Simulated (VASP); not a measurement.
The system is GaAs.

```
Ga As
1.0
     0.00000    2.82650    2.82650
     2.82650    0.00000    2.82650
     2.82650    2.82650    0.00000
Ga As
1 1
Direct
  0.00000 0.00000 0.00000
  0.25000 0.25000 0.25000
```

Base run:

| Property | Result |
| --- | --- |
| Program | VASP 6.6.1 |
| Functional | r2SCAN |
| Potentials or basis | VASP PAW PBE potentials, release 64 (Ga_d, As) |
| Cutoff | 550 eV |
| k mesh | 8 × 8 × 8 |
| Occupations | gaussian, width 0.01 eV |
| Spin | no spin polarisation |

Its results: band gap on the k mesh 1.00 eV, direct; pressure 0.6 GPa.

Problem. The run is repeated on the same cell with these changes: functional from r2SCAN to PBE; cutoff from 550 eV to 500 eV; k mesh from 8 × 8 × 8 to 4 × 4 × 4. What comes out?

Solution. Band gap on the k mesh 0.51 eV, direct; pressure 3.7 GPa.

Several settings changed at once, so the effect can't be laid on one alone.

Caveats: some runs use coarse meshes; the PAW data sets were made with another functional, which shifts forces and pressure a little (some runs).

A k mesh can miss the band edges.
